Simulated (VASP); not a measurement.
# ZnS (rocksalt type) (Fm-3m) in VASP: a series of runs, part 3 of 3

VASP 6.6.1. The steps go on from the part before.

### Step 5. Relaxation of cell and atoms, PBE, target pressure 18 GPa, at which the enthalpy is minimised

INCAR reads:

```
SYSTEM = ZnS
PREC     = Accurate       ! precision mode
ENCUT    = 600            ! plane-wave cutoff, eV
EDIFF    = 1E-6           ! SCF threshold, eV
ISMEAR   = -1             ! smearing method
SIGMA    = 0.1            ! smearing width, eV
LREAL    = .False.        ! projectors in reciprocal space
LASPH    = .True.         ! aspherical terms in the spheres
NELM     = 60             ! most SCF steps
ALGO     = Normal         ! electronic algorithm
ISIF     = 3              ! what is computed and relaxed
LWAVE    = .False.        ! write WAVECAR
LCHARG   = .False.        ! write CHGCAR
GGA      = PE             ! functional
IBRION   = 2              ! ionic algorithm
NSW      = 60             ! ionic steps
EDIFFG   = -0.005         ! ionic threshold
PSTRESS  = 180.0
```

KPOINTS reads:

```
regular mesh
0
Gamma
  15 15 15
  0 0 0
```

POSCAR reads:

```
ZnS
1.0
    0.0000000000      2.4267039632      2.4267039632
    2.4267039632      0.0000000000      2.4267039632
    2.4267039632      2.4267039632      0.0000000000
Zn S
1 1
Direct
    0.0000000000      0.0000000000      0.0000000000
    0.5000000000      0.5000000000      0.5000000000
```

Potentials or basis: VASP PAW PBE potentials, release 64 (Zn, S).

Started as:

```sh
cat potpaw_PBE.64/Zn/POTCAR potpaw_PBE.64/S/POTCAR > POTCAR
mpirun -np 1 vasp_std > vasp.out
```

OUTCAR:

```text
SYSTEM = ZnS
   PREC = Accurate
   ENCUT = 600
   EDIFF = 1E-6
   ISMEAR = -1
   LREAL = .False.
   LASPH = .True.
   NELM = 60
   ISIF = 3
   GGA = PE
   IBRION = 2
   NSW = 60
   EDIFFG = -0.005
   PSTRESS = 180.0

 ion  position               nearest neighbor table
   1  0.000  0.000  0.000-   2 2.43   2 2.43   2 2.43   2 2.43   2 2.43   2 2.43
   2  0.500  0.500  0.500-   1 2.43   1 2.43   1 2.43   1 2.43   1 2.43   1 2.43

  LATTYP: Found a face centered cubic cell.
 ALAT       =     4.8534079264

  Lattice vectors:

 A1 = (   0.0000000000,   2.4267039632,   2.4267039632)
 A2 = (   2.4267039632,   0.0000000000,   2.4267039632)
 A3 = (   2.4267039632,   2.4267039632,   0.0000000000)

Analysis of symmetry for initial positions (statically):
=====================================================================
 Subroutine PRICEL returns:
 Original cell was already a primitive cell.

 Routine SETGRP: Setting up the symmetry group for a
 face centered cubic supercell.

 Subroutine GETGRP returns: Found 48 space group operations
 (whereof 48 operations were pure point group operations)
 out of a pool of 48 trial point group operations.

The static configuration has the point symmetry O_h .

Analysis of symmetry for dynamics (positions and initial velocities):
=====================================================================
 Subroutine PRICEL returns:
 Original cell was already a primitive cell.

 Routine SETGRP: Setting up the symmetry group for a
 face centered cubic supercell.

 Subroutine GETGRP returns: Found 48 space group operations
 (whereof 48 operations were pure point group operations)
 out of a pool of 48 trial point group operations.

The dynamic configuration has the point symmetry O_h .

 Subroutine INISYM returns: Found 48 space group operations
 (whereof 48 operations are pure point group operations),
 and found     1 'primitive' translations

----------------------------------------------------------------------------------------

[... 125 lines left out ...]
  energy-cutoff  :      600.00
  volume of cell :       28.58
 maximum number of plane-waves:       966
   NGX = 13   NGY = 13   NGZ = 13

--------------------------------------- Ionic step        1  -------------------------------------------

 number of electron      18.0000002 magnetization

 Free energy of the ion-electron system (eV)
  ---------------------------------------------------
  ext. energy  EPLUGINS =         0.00000000
  ---------------------------------------------------
  free energy    TOTEN  =        -5.98078213 eV

  energy without entropy =       -5.97256189  energy(sigma->0) =       -5.97667201

------------------------ aborting loop because EDIFF is reached ----------------------------------------

  FORCE on cell =-STRESS in cart. coord.  units (eV):
  Direction    XX          YY          ZZ          XY          YZ          ZX
  --------------------------------------------------------------------------------------
  -------------------------------------------------------------------------------------
  Total        3.3078907      3.3078907      3.3078907      0.0000000      0.0000000     -0.0000000
  in kB      185.4305710    185.4305710    185.4305710      0.0000000      0.0000000     -0.0000000
  external PRESSURE =       5.4305710 kB  Pullay stress =     180.0000000 kB
[... 63 lines left out ...]
--------------------------------------- Ionic step        3  -------------------------------------------

 number of electron      17.9999999 magnetization

 Free energy of the ion-electron system (eV)
  ---------------------------------------------------
  ext. energy  EPLUGINS =         0.00000000
  ---------------------------------------------------
  free energy    TOTEN  =        -5.99106296 eV

  energy without entropy =       -5.98283764  energy(sigma->0) =       -5.98695030

 E-fermi :   5.6243     XC(G=0): -11.5304

 val. band max:        5.4907261359   @ k =  -0.2000   0.2000   0.0000
 cond. band min:       5.6634065081   @ k =   0.4000   0.4000   0.0000
 fundamental gap:      0.1726803722
 Fermi energy:         5.6243310325

 k-point     1 :       0.0000    0.0000    0.0000
  band No.  band energies     occupation
      1      -9.5823      2.00000
      2      -1.2068      2.00000
      3      -1.2068      2.00000
      4      -1.1885      2.00000
      5      -1.1885      2.00000
      6      -1.1885      2.00000
      7       4.6791      1.99984
      8       4.6791      1.99984
      9       4.6791      1.99984
     10       8.4075      0.00000
     11      14.4437      0.00000
     12      14.4437      0.00000
     13      14.4437      0.00000
[... 354 lines left out ...]
  band No.  band energies     occupation
      1      -9.0337      2.00000
      2      -1.5077      2.00000
      3      -1.2550      2.00000
      4      -1.2270      2.00000
      5      -1.1442      2.00000
      6      -1.1163      2.00000
      7       2.8665      2.00000
      8       4.1362      2.00000
      9       4.3777      1.99999
     10      10.4136      0.00000
     11      12.4153      0.00000
     12      12.7787      0.00000
     13      14.7460      0.00000

 [... further k-points ...]
[... 5 lines left out ...]
  --------------------------------------------------------------------------------------
  -------------------------------------------------------------------------------------
  Total        3.2210486      3.2210486      3.2210486     -0.0000000      0.0000000      0.0000000
  in kB      179.9949352    179.9949352    179.9949352     -0.0000000      0.0000000      0.0000000
  external PRESSURE =      -0.0050648 kB  Pullay stress =     180.0000000 kB
[... 21 lines left out ...]
  energy  without entropy=       -5.9828376418  energy(sigma->0) =       -5.98695030

  enthalpy is  TOTEN    =        -2.7699237583 eV   P V=        3.2211391972

 reached required accuracy - stopping structural energy minimisation
```

CONTCAR:

```text
ZnS
   1.00000000000000
     0.0000000000000000    2.4292517528478772    2.4292517528478772
     2.4292517528478772    0.0000000000000000    2.4292517528478772
     2.4292517528478772    2.4292517528478772    0.0000000000000000
  Zn              S
     1     1
Direct
     0.0000000000000000    0.0000000000000000    0.0000000000000000
     0.5000000000000000    0.5000000000000000    0.5000000000000000

  0.00000000E+00  0.00000000E+00  0.00000000E+00
  0.00000000E+00  0.00000000E+00  0.00000000E+00
```

Wall time 81 s (1 thread of Intel Xeon Platinum 8488C (Sapphire Rapids), shared host); peak memory 0.19 GiB.

Results:

```yaml
Free_energy: -5.9911 eV
Relaxed_volume: 14.34 Å³/atom
Relaxed_cell: a = 3.435 Å, b = 3.435 Å, c = 3.435 Å, α = 60.00°, β = 60.00°, γ = 60.00°
Space_group_after_relaxing_to_0.05_Å: Fm-3m (No. 225)
Energy_change_on_relaxing_the_enthalpy_is_what_falls: -5.1 meV/atom
Ionic_steps: 3
Pressure_after_relaxing: 18.0 GPa
Band_gap_on_the_k_mesh: zero (band 9 reaches 5.49 eV, above the bottom of band 10 at 5.21 eV)
```

Step by step:
```
step  energy change (eV)  largest force (eV/Å)  pressure (GPa)  volume (Å³)
   1              0.0000                0.0000           18.54        28.58
   2             -0.0225                0.0000           17.48        28.78
   3             -0.0103                0.0000           18.00        28.67
```

Final structure:
```yaml
crystal:
  lattice:
    - [0.00000, 2.42925, 2.42925]
    - [2.42925, 0.00000, 2.42925]
    - [2.42925, 2.42925, 0.00000]
  atoms:
    - { symbol: Zn, position: [0.00000, 0.00000, 0.00000] }
    - { symbol: S, position: [0.50000, 0.50000, 0.50000] }
```

Caveat: the cell is relaxed towards a set pressure, so the enthalpy falls and the energy may rise.

### Step 6. Relaxation of cell and atoms, PBE, target pressure 18 GPa, at which the enthalpy is minimised

INCAR reads:

```
SYSTEM = ZnS
ALGO     = Normal         ! electronic algorithm
EDIFF    = 1E-6           ! SCF threshold, eV
EDIFFG   = -0.005         ! ionic threshold
ENCUT    = 600            ! plane-wave cutoff, eV
GGA      = PE             ! functional
IBRION   = 2              ! ionic algorithm
ISIF     = 3              ! what is computed and relaxed
ISMEAR   = -1             ! smearing method
LASPH    = .True.         ! aspherical terms in the spheres
LCHARG   = .False.        ! write CHGCAR
LREAL    = .False.        ! projectors in reciprocal space
LWAVE    = .False.        ! write WAVECAR
NELM     = 60             ! most SCF steps
NSW      = 32             ! ionic steps
PREC     = Accurate       ! precision mode
PSTRESS  = 180.0        
SIGMA    = 0.1            ! smearing width, eV
```

KPOINTS reads:

```
k-points
0
Gamma
  15 15 15
  0 0 0
```

POSCAR reads:

```
ZnS
1.0
    0.0000000000      2.4278464178      2.4278464178
    2.4278464178      0.0000000000      2.4278464178
    2.4278464178      2.4278464178      0.0000000000
Zn S
1 1
Direct
    0.0000000000      0.0000000000      0.0000000000
    0.5000000000      0.5000000000      0.5000000000
```

Potentials or basis: VASP PAW PBE potentials, release 64 (Zn, S).

Started as:

```sh
cat potpaw_PBE.64/Zn/POTCAR potpaw_PBE.64/S/POTCAR > POTCAR
mpirun -np 1 vasp_std > vasp.out
```

Wall time 69 s (1 thread of Intel Xeon Platinum 8488C (Sapphire Rapids), shared host); peak memory 0.2 GiB.

The run converged. Its results:

- Free energy: -5.9912 eV
- Relaxed volume: 14.34 Å³/atom
- Relaxed cell: a = 3.436 Å, b = 3.436 Å, c = 3.436 Å, α = 60.00°, β = 60.00°, γ = 60.00°
- Space group after relaxing (to 0.05 Å): Fm-3m (No. 225)
- Energy change on relaxing (the enthalpy is what falls): -2.9 meV/atom
- Ionic steps: 3
- Pressure after relaxing: 18.0 GPa
- Band gap on the k mesh: zero (band 9 reaches 5.49 eV, above the bottom of band 10 at 5.21 eV)

Step by step:
| step | energy change (eV) | largest force (eV/Å) | pressure (GPa) | volume (Å³) |
| --- | --- | --- | --- | --- |
| 1 | 0.0000 | 0.0000 | 18.31 | 28.62 |
| 2 | -0.0130 | 0.0000 | 17.70 | 28.74 |
| 3 | -0.0058 | 0.0000 | 17.99 | 28.67 |

Final structure:
```cif
data_structure
_symmetry_space_group_name_H-M 'P 1'
_symmetry_Int_Tables_number 1
_cell_length_a 3.4355
_cell_length_b 3.4355
_cell_length_c 3.4355
_cell_angle_alpha 60.000
_cell_angle_beta 60.000
_cell_angle_gamma 60.000
_cell_volume 28.67
loop_
_atom_site_label
_atom_site_type_symbol
_atom_site_fract_x
_atom_site_fract_y
_atom_site_fract_z
_atom_site_occupancy
Zn1 Zn 0.00000 0.00000 0.00000 1
S1 S 0.50000 0.50000 0.50000 1
```

Levels at points of the mesh, in eV from the Fermi level:
```csv
k point,band 5,band 6,band 7,band 8,band 9,band 10,band 11,band 12,band 13
"(0.00, 0.00, 0.00)",-6.81,-6.81,-0.95,-0.95,-0.95,2.78,8.82,8.82,8.82
```

Caveat: the cell is relaxed towards a set pressure, so the enthalpy falls and the energy may rise.

### Step 7. Overview

```tsv
task	cell	cutoff (eV)	gap on the mesh (eV)	pressure (GPa)
single point	a = 3.434 Å, angles 60.0°, 2 atoms	520	none	18.3
single point	a = 3.609 Å, angles 60.0°, 2 atoms	520	none	0.1
relaxation of cell and atoms	relaxed from a = 3.289 Å, angles 60.0°, 2 atoms	600	none	0.0
relaxation of cell and atoms	relaxed to 18 GPa from a = 3.432 Å, angles 60.0°, 2 atoms	600	none	18.0
relaxation of cell and atoms	relaxed to 18 GPa from a = 3.433 Å, angles 60.0°, 2 atoms	600	none	18.0
```

Alike in all rows: level PBE; potentials or basis VASP PAW PBE potentials, release 64 (Zn, S); no spin polarisation; k mesh 15 × 15 × 15; smearing fermi-dirac 0.1 eV.

Caveats: the cell is relaxed towards a set pressure, so the enthalpy falls and the energy may rise (some runs); the volume moved by over 15 % at a fixed basis, so the end points are rough (some runs).

Total energies depend on the potentials used, so only differences within one code and one set of settings carry meaning.
